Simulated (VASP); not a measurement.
Crystal: C.

```xyz
4
Lattice="1.2115 -2.0983 0.0000 1.2115 2.0983 0.0000 0.0000 0.0000 7.0763" Properties=species:S:1:pos:R:3 pbc="T T T"
C     1.2115   -1.7484    5.3294
C     1.2115    0.3499    1.7469
C     1.2115    1.7484    1.7469
C     1.2115   -0.3499    5.3294
```

Base run:

```yaml
Program: VASP 6.6.1
Functional: LDA
Potentials_or_basis: VASP PAW LDA potentials, release 64 (C)
Cutoff: 520 eV
k_mesh: 12 × 12 × 4
Occupations: fermi-dirac, width 0.05 eV
Spin: no spin polarisation
```

Its results: band gap on the k mesh 0.03 eV; pressure 8.2 GPa; largest force 0.027 eV/Å.

**Question.** The run is repeated on the same cell with these changes: functional from LDA to PBE; potentials or basis from VASP PAW LDA potentials, release 64 (C) to VASP PAW PBE potentials, release 64 (C). What comes out?

**Answer.** Band gap on the k mesh 0.03 eV; pressure 16.0 GPa; largest force 0.027 eV/Å.

Caveats: this functional lacks dispersion, which binds the layers, so the pressure and a relaxed spacing across them are unreliable (some runs).

A k mesh can miss the band edges.
